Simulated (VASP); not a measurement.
Input of a VASP 6.6.1 run:

INCAR

```
  PREC = Accurate
  ENCUT = 600
  EDIFF = 1E-6
  ISMEAR = 0
  SIGMA = 0.2
  LREAL = F
  LASPH = T
  NELM = 60
  ALGO = Fast
  ISIF = 3
  LWAVE = F
  LCHARG = F
  GGA = PE
  IBRION = 2
  NSW = 36
  EDIFFG = -0.08
```

Contents of KPOINTS:

```
Automatic mesh
0
Gamma
  5 5 2
```

The input POSCAR:

```
Mg5Te3
1.0
    3.5663401400      0.0000000000      0.0000000000
    0.0000000000      3.5663401400      0.0000000000
    0.0000000000      0.0000000000     14.1221745900
Mg Te
5 3
Direct
    0.0000000000      0.0000000000      0.8732289100
    0.0000000000      0.0000000000      0.1267710900
    0.0000000000      0.0000000000      0.3748377300
    0.0000000000      0.0000000000      0.6251622700
    0.5000000000      0.5000000000      0.0000000000
    0.5000000000      0.5000000000      0.2499350300
    0.5000000000      0.5000000000      0.5000000000
    0.5000000000      0.5000000000      0.7500649700
```

Potentials or basis: VASP PAW PBE potentials, release 64 (Mg, Te).

The run is started by

```console
$ cat potpaw_PBE.64/Mg/POTCAR potpaw_PBE.64/Te/POTCAR > POTCAR
$ mpirun -np 1 vasp_std > vasp.out
```

(1) Estimate the band gap on the k mesh.

(2) What does it give for the relaxed volume?

(3) What does it give for the relaxed cell?

(4) What does it give for the space group after relaxing (to 0.1 Å)?

Results:

(1) zero (bands 14 and 15 overlap by 1.85 eV).

(2) 25.31 Å³/atom.

(3) a = 3.908 Å, b = 3.908 Å, c = 13.259 Å, α = 90.00°, β = 90.00°, γ = 90.00°.

(4) P4/mmm (No. 123).

Caveat: spin-orbit coupling is left out, which moves the levels of the heavy elements.
